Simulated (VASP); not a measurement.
Set up this calculation in VASP 6.6.1, as the native input.

| Item | Value |
| --- | --- |
| Task | single point |
| Functional | PBE |
| Potentials or basis | VASP PAW PBE potentials, release 64 (Sr_sv, O) |
| Cutoff | 520 eV |
| k mesh | 8 × 8 × 8 |
| Occupations | gaussian, width 0.05 eV |
| Spin | no spin polarisation |
| Dipole correction | no |
| Further INCAR settings | ALGO = Normal; EDIFF = 1e-06; NBANDS = 15 |

The structure of SrO lies in POSCAR:

```
SrO
1.0
    0.0000000000      2.6422265306      2.4308484082
    2.6422265306      0.0000000000      2.4308484082
    2.6422265306      2.6422265306      0.0000000000
Sr O
1 1
Direct
    0.0000000000      0.0000000000      0.0000000000
    0.5000000000      0.5000000000      0.5000000000
```

This cell differs from its parent crystal: ratio of the length along z to the lengths across it x 0.92, volume and fractional coordinates fixed.

One way to write it, as run:

INCAR

```
SYSTEM = SrO
ALGO     = Normal         ! electronic algorithm
EDIFF    = 1E-6           ! SCF threshold, eV
ENCUT    = 520            ! plane-wave cutoff, eV
GGA      = PE             ! functional
ISIF     = 2              ! what is computed and relaxed
ISMEAR   = 0              ! smearing method
LASPH    = .TRUE.         ! aspherical terms in the spheres
LCHARG   = .FALSE.        ! write CHGCAR
LREAL    = .FALSE.        ! projectors in reciprocal space
LWAVE    = .FALSE.        ! write WAVECAR
NBANDS   = 15             ! bands
NELM     = 100            ! most SCF steps
PREC     = Accurate       ! precision mode
SIGMA    = 0.05           ! smearing width, eV
```

KPOINTS

```
k-points
0
G
  8 8 8
  0 0 0
```

Potentials or basis: VASP PAW PBE potentials, release 64 (Sr_sv, O).

Run with:

```bash
$ cat potpaw_PBE.64/Sr_sv/POTCAR potpaw_PBE.64/O/POTCAR > POTCAR
$ mpirun -np 1 vasp_std > vasp.out
```

It gave:

```yaml
Pressure: 5.1 GPa
Band_gap_on_the_k_mesh: 2.81 eV, indirect (least direct gap 3.10 eV)
```

Wall time 34 s on 1 thread of Intel(R) Xeon(R) Platinum 8488C (Sapphire Rapids), on a shared host, peak memory 0.17 GiB.
